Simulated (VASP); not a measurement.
# TaN (C2/m) in VASP: single point with PBEsol

Aim: the single point of TaN with PBEsol.

Everything below comes from runs of VASP 6.6.1. Logs are shortened: lines on timing, memory, paths and dates and some standing lists are left out, and cuts for length are marked.

## 1. The cell of the first run

Symmetry: C2/m, No. 12, monoclinic system. Conventional cell: a = 4.375 Å, b = 4.375 Å, c = 4.375 Å, α = 90.00°, β = 90.00°, γ = 90.00°. Ta (site symmetry m) has 6 N at 2.17 to 2.22 Å and 12 Ta at 2.81 to 3.37 Å within 3.4 Å. Within 3.4 Å of N (site symmetry m) lie 6 Ta at 2.17 to 2.22 Å and 12 N at 2.79 to 3.40 Å.

## 2. Single point, PBEsol

Input file INCAR:

```
PREC = Accurate
ENCUT = 520
EDIFF = 1E-6
ISMEAR = 0
SIGMA = 0.15
LREAL = False
LASPH = True
NELM = 100
ALGO = Normal
ISIF = 2
LWAVE = False
LCHARG = False
GGA = PS
NBANDS = 24
```

Input file KPOINTS:

```
Automatic mesh
0
Gamma
  14 14 10
```

Input file POSCAR:

```
TaN
1.0
    0.0000000000     -2.1874436362     -2.1874436362
    0.0000000000      2.1874436362     -2.1874436362
    4.3748872723      0.0000000000      0.0000000000
Ta N
2 2
Direct
    0.5203506300      0.4796493700     -0.0248554340
   -0.0203506300      0.0203506300      0.5248554340
    0.4811479611      0.5188520389      0.4702144020
    0.0188520389     -0.0188520389      0.0297855980
```

Potentials or basis: VASP PAW PBE potentials, release 64 (Ta_pv, N).

On the command line:

```console
$ cat potpaw_PBE.64/Ta_pv/POTCAR potpaw_PBE.64/N/POTCAR > POTCAR
$ mpirun -np 1 vasp_std > vasp.out
```

OUTCAR:

```text
PREC = Accurate
   ENCUT = 520
   EDIFF = 1E-6
   ISMEAR = 0
   LREAL = False
   LASPH = True
   NELM = 100
   ISIF = 2
   GGA = PS

 ion  position               nearest neighbor table
   1  0.520  0.480  0.975-   3 2.17   4 2.19   4 2.20   4 2.20   4 2.21   3 2.22   2 2.81   2 2.95
                             2 2.95   2 3.08   2 3.13   2 3.26   2 3.26   2 3.37
   2  0.980  0.020  0.525-   4 2.17   3 2.19   3 2.20   3 2.20   3 2.21   4 2.22   1 2.81   1 2.95
                             1 2.95   1 3.08   1 3.13   1 3.26   1 3.26   1 3.37
   3  0.481  0.519  0.470-   1 2.17   2 2.19   2 2.20   2 2.20   2 2.21   1 2.22
   4  0.019  0.981  0.030-   2 2.17   1 2.19   1 2.20   1 2.20   1 2.21   2 2.22

  LATTYP: Found a simple tetragonal cell.
 ALAT       =     3.0935124572
 C/A-ratio  =     1.4142135623

  Lattice vectors:

 A1 = (   0.0000000000,  -2.1874436362,  -2.1874436362)
 A2 = (   0.0000000000,   2.1874436362,  -2.1874436362)
 A3 = (   4.3748872723,   0.0000000000,   0.0000000000)

Analysis of symmetry for initial positions (statically):
=====================================================================
 Subroutine PRICEL returns:
 Original cell was already a primitive cell.

 Routine SETGRP: Setting up the symmetry group for a
 simple tetragonal supercell.

 Subroutine GETGRP returns: Found  4 space group operations
 (whereof  2 operations were pure point group operations)
 out of a pool of 16 trial point group operations.

The static configuration has the point symmetry C_1h.
 The point group associated with its full space group is C_2h.

Analysis of symmetry for dynamics (positions and initial velocities):
=====================================================================
 Subroutine PRICEL returns:
 Original cell was already a primitive cell.

 Routine SETGRP: Setting up the symmetry group for a
 simple tetragonal supercell.

 Subroutine GETGRP returns: Found  4 space group operations
 (whereof  2 operations were pure point group operations)
 out of a pool of 16 trial point group operations.

The dynamic configuration has the point symmetry C_1h.
 The point group associated with its full space group is C_2h.

 Subroutine INISYM returns: Found  4 space group operations
 (whereof  2 operations are pure point group operations),
 and found     1 'primitive' translations

----------------------------------------------------------------------------------------

                                     Primitive cell

  volume of cell :      41.8669

  direct lattice vectors                    reciprocal lattice vectors
     0.000000000 -2.187443636 -2.187443636     0.000000000 -0.228577318 -0.228577318
     0.000000000  2.187443636 -2.187443636     0.000000000  0.228577318 -0.228577318
     4.374887272  0.000000000  0.000000000     0.228577318  0.000000000  0.000000000

  length of vectors
     3.093512457  3.093512457  4.374887272     0.323257143  0.323257143  0.228577318

  position of ions in fractional coordinates (direct lattice)
     0.520350630  0.479649370  0.975144566
     0.979649370  0.020350630  0.524855434
     0.481147961  0.518852039  0.470214402
     0.018852039  0.981147961  0.029785598

  ion indices of the primitive-cell ions
   primitive index   ion index
                 1           1
                 2           2
                 3           3
                 4           4

----------------------------------------------------------------------------------------

 KPOINTS: Automatic mesh

Automatic generation of k-mesh.
 Grid dimensions read from file:
 generate k-points for:   14   14   10

 Generating k-lattice:

  Cartesian coordinates                     Fractional coordinates (reciprocal lattice)
     0.000000000 -0.016326951 -0.016326951     0.071428571  0.000000000  0.000000000
     0.000000000  0.016326951 -0.016326951     0.000000000  0.071428571  0.000000000
     0.022857732  0.000000000  0.000000000     0.000000000  0.000000000  0.100000000

  Length of vectors
     0.023089796  0.023089796  0.022857732

  Shift w.r.t. Gamma in fractional coordinates (k-lattice)
     0.000000000  0.000000000  0.000000000

 Subroutine IBZKPT returns following result:
 ===========================================

 Found    534 irreducible k-points:

 Following reciprocal coordinates:
            Coordinates               Weight
  0.000000  0.000000  0.000000      1.000000
  0.071429  0.000000  0.000000      4.000000
  0.142857  0.000000  0.000000      4.000000
  0.214286  0.000000  0.000000      4.000000
  0.285714  0.000000  0.000000      4.000000
  0.357143  0.000000  0.000000      4.000000
[... 16 lines left out ...]
 -0.142857  0.142857  0.000000      2.000000
  0.214286  0.142857  0.000000      4.000000
 [... further k-points ...]
   k-points           NKPTS =    534   k-points in BZ     NKDIM =    534   number of bands    NBANDS=     24
   number of dos      NEDOS =    301   number of ions     NIONS =      4
   total plane-waves  NPLWV =  20736
   dimension x,y,z NGX =    24 NGY =   24 NGZ =   36
   dimension x,y,z NGXF=    48 NGYF=   48 NGZF=   72
   ions per type =               2   2
   NGX,Y,Z   is equivalent  to a cutoff of  12.90, 12.90, 13.68 a.u.
   NGXF,Y,Z  is equivalent  to a cutoff of  25.80, 25.80, 27.36 a.u.
 SYSTEM =  unknown system
   PREC   = accura    normal or accurate (medium, high low for compatibility)
   ISTART =      0    job   : 0-new  1-cont  2-samecut
   ICHARG =      2    charge: 1-file 2-atom 10-const
   ISPIN  =      1    spin polarized calculation?
   LNONCOLLINEAR =      F non collinear calculations
   LSORBIT =      F    spin-orbit coupling
   LASPH  =      T    aspherical Exc in radial PAW
   ENCUT  =  520.0 eV  38.22 Ry    6.18 a.u.   5.75  5.75  8.13*2*pi/ulx,y,z
   NELM   =    100;   NELMIN=  2; NELMDL= -5     # of ELM steps
   EDIFF  = 0.1E-05   stopping-criterion for ELM
   LREAL  =      F    real-space projection
   EDIFFG = 0.1E-04   stopping-criterion for IOM
   NSW    =      0    number of steps for IOM
   IBRION =     -1    ionic relax: 0-MD 1-quasi-New 2-CG
   NFREE  =      0    steps in history (QN), initial steepest desc. (CG)
   ISIF   =      2    stress and relaxation
   ISYM   =      2    0-nonsym 1-usesym 2-fastsym
   POTIM  = 0.5000    time-step for ionic-motion
   TEBEG  =    0.0;   TEEND  =   0.0 temperature during run
   PSTRESS=    0.0 pullay stress
   NELECT =      32.0000    total number of electrons
   NUPDOWN=      -1.0000    fix difference up-down
   EMIN   =  10.00;   EMAX   =-10.00  energy-range for DOS
   EFERMI =   0.00;   METHOD = LEGACY
   ISMEAR =     0;   SIGMA  =   0.15  broadening in eV -4-tet -1-fermi 0-gaus
   EFERMI_NEDOS =   21; number of points for ismear=-14 and -15
   IALGO  =     38    algorithm
   IMIX   =      4    mixing-type and parameters
     AMIX     =   0.40;   BMIX     =  1.00
     AMIX_MAG =   1.60;   BMIX_MAG =  1.00
  volume/ion in A,a.u.               =      10.47        70.63
  Fermi-wavevector in a.u.,A,eV,Ry     =   1.496814  2.828569 30.483219  2.240453
  Thomas-Fermi vector in A             =   2.608783
   LORBIT       =      0    0 simple, 1 ext, 2 COOP (PROOUT), +10 PAW based schemes
   GGA     = PS    functional components
   LHFCALC =     F    Hartree Fock is set to
   AEXX    =    0.0000 exact exchange contribution
   IVDW    =     0    specifies the selected vdW correction
   LEPSILON=     F    determine dielectric tensor
   LRPA    =     F    only Hartree local field effects (RPA)
 non-spin polarized calculation
 Gauss-broadening in eV      SIGMA  =   0.15
  energy-cutoff  :      520.00
  volume of cell :       41.87
 maximum number of plane-waves:      1176
   NGX = 11   NGY = 11   NGZ = 17

 number of electron      32.0000004 magnetization

 Free energy of the ion-electron system (eV)
  ---------------------------------------------------
  ext. energy  EPLUGINS =         0.00000000
  ---------------------------------------------------
  free energy    TOTEN  =       -46.60432688 eV

  energy without entropy =      -46.58761187  energy(sigma->0) =      -46.59596937

 E-fermi :   9.1656     XC(G=0): -13.6723

 val. band max:        9.1641311881   @ k =   0.2857   0.0714   0.4000
 cond. band min:       9.1668820963   @ k =   0.2857   0.0714   0.1000
 fundamental gap:      0.0027509082
 Fermi energy:         9.1656083443

 k-point     1 :       0.0000    0.0000    0.0000
  band No.  band energies     occupation
      1     -26.9004      2.00000
      2     -26.5000      2.00000
      3     -26.4787      2.00000
      4     -26.1674      2.00000
      5     -26.1635      2.00000
      6     -26.0285      2.00000
[... 16 lines left out ...]
     23      13.0743      0.00000
     24      13.5150      0.00000

 k-point     2 :       0.0714    0.0000    0.0000
  band No.  band energies     occupation
      1     -26.8905      2.00000
      2     -26.5168      2.00000
      3     -26.4792      2.00000
      4     -26.1908      2.00000
      5     -26.1665      2.00000
      6     -26.0362      2.00000
[... 16 lines left out ...]
     23      13.0145      0.00000
     24      13.4478      0.00000

 k-point     3 :       0.1429    0.0000    0.0000
  band No.  band energies     occupation
      1     -26.8624      2.00000
      2     -26.5797      2.00000
      3     -26.4622      2.00000
      4     -26.2636      2.00000
      5     -26.1722      2.00000
      6     -26.0555      2.00000
[... 16 lines left out ...]
     23      12.9032      0.00000
     24      13.3173      0.00000

 k-point     4 :       0.2143    0.0000    0.0000
  band No.  band energies     occupation
      1     -26.8226      2.00000
      2     -26.6678      2.00000
      3     -26.4362      2.00000
      4     -26.3654      2.00000
      5     -26.1838      2.00000
      6     -26.0830      2.00000
[... 16 lines left out ...]
     23      13.2393      0.00000
     24      13.9643      0.00000

 k-point     5 :       0.2857    0.0000    0.0000
  band No.  band energies     occupation
      1     -26.7892      2.00000
      2     -26.7568      2.00000
      3     -26.4793      2.00000
      4     -26.3873      2.00000
      5     -26.2053      2.00000
      6     -26.1172      2.00000
[... 16 lines left out ...]
     23      13.8586      0.00000
     24      14.1526      0.00000

 k-point     6 :       0.3571    0.0000    0.0000
  band No.  band energies     occupation
      1     -26.8349      2.00000
      2     -26.7898      2.00000
      3     -26.5231      2.00000
      4     -26.3491      2.00000
      5     -26.2408      2.00000
      6     -26.1522      2.00000
[... 16 lines left out ...]
     23      14.9750      0.00000
     24      15.1562      0.00000
[... 379 lines left out ...]
 k-point    21 :       0.5000    0.0714    0.0000
  band No.  band energies     occupation
      1     -26.8805      2.00000
      2     -26.8649      2.00000
      3     -26.4791      2.00000
      4     -26.3405      2.00000
      5     -26.2890      2.00000
      6     -26.2088      2.00000
[... 16 lines left out ...]
     23      16.0879      0.00000
     24      16.1975      0.00000

 k-point    22 :       0.1429    0.1429    0.0000
  band No.  band energies     occupation
      1     -26.8281      2.00000
      2     -26.5717      2.00000
      3     -26.5316      2.00000
      4     -26.3317      2.00000
      5     -26.2072      2.00000
      6     -26.0737      2.00000
[... 16 lines left out ...]
     23      13.5618      0.00000
     24      13.8313      0.00000

 k-point    23 :      -0.1429    0.1429    0.0000
  band No.  band energies     occupation
      1     -26.8266      2.00000
      2     -26.5950      2.00000
      3     -26.5120      2.00000
      4     -26.3029      2.00000
      5     -26.2204      2.00000
      6     -26.0876      2.00000
[... 16 lines left out ...]
     23      13.2215      0.00000
     24      13.9046      0.00000

 k-point    24 :       0.2143    0.1429    0.0000
  band No.  band energies     occupation
      1     -26.7930      2.00000
      2     -26.6503      2.00000
      3     -26.5114      2.00000
      4     -26.4174      2.00000
      5     -26.2263      2.00000
      6     -26.1000      2.00000
[... 16 lines left out ...]
     23      13.5510      0.00000
     24      14.2197      0.00000

 [... further k-points ...]

------------------------ aborting loop because EDIFF is reached ----------------------------------------

  FORCE on cell =-STRESS in cart. coord.  units (eV):
  Direction    XX          YY          ZZ          XY          YZ          ZX
  --------------------------------------------------------------------------------------
  -------------------------------------------------------------------------------------
  Total        2.7859540     -0.1841774     -1.5825270     -0.5263072      0.0000000      0.0000000
  in kB      106.6139206     -7.0481682    -60.5607305    -20.1409184      0.0000000      0.0000000
  external PRESSURE =      13.0016740 kB  Pullay stress =       0.0000000 kB

 VOLUME and BASIS-vectors are now :
 -----------------------------------------------------------------------------
  energy-cutoff  :      520.00
  volume of cell :       41.87
      direct lattice vectors                 reciprocal lattice vectors
     0.000000000 -2.187443636 -2.187443636     0.000000000 -0.228577318 -0.228577318
     0.000000000  2.187443636 -2.187443636     0.000000000  0.228577318 -0.228577318
     4.374887272  0.000000000  0.000000000     0.228577318  0.000000000  0.000000000

 POSITION                                       TOTAL-FORCE (eV/Angst)
 -----------------------------------------------------------------------------------
      4.26615     -0.08903     -2.18744        -0.014667     -0.019694      0.000000
      2.29618     -2.09841     -2.18744         0.014667      0.019694      0.000000
      2.05714      0.08248     -2.18744        -0.007653      0.001907      0.000000
      0.13031      2.10497     -2.18744         0.007653     -0.001907      0.000000
 -----------------------------------------------------------------------------------
    total drift:                               -0.000000      0.000000     -0.000000

  FREE ENERGIE OF THE ION-ELECTRON SYSTEM (eV)
  ---------------------------------------------------
  free  energy   TOTEN  =       -46.6043268762 eV

  energy  without entropy=      -46.5876118731  energy(sigma->0) =      -46.59596937
```

Wall time 2.2 min (1 thread of Intel Xeon 6975P-C (Granite Rapids), shared host); peak memory 0.53 GiB.

What came out:

- Free energy: -46.6043 eV
- Pressure: 1.3 GPa
- Largest force: 0.025 eV/Å
- Band gap on the k mesh: zero (bands 16 and 17 overlap by 3.17 eV)

Forces in eV/Å, atoms in the order of the input:
```
Ta  -0.015 -0.020  0.000
Ta   0.015  0.020  0.000
N   -0.008  0.002  0.000
N    0.008 -0.002  0.000
```

Caveat: the stress differs along the axes, from -6 to 11 GPa; the PAW data sets were made with another functional, which shifts forces and pressure a little; spin-orbit coupling is left out, which moves the levels of the heavy elements.
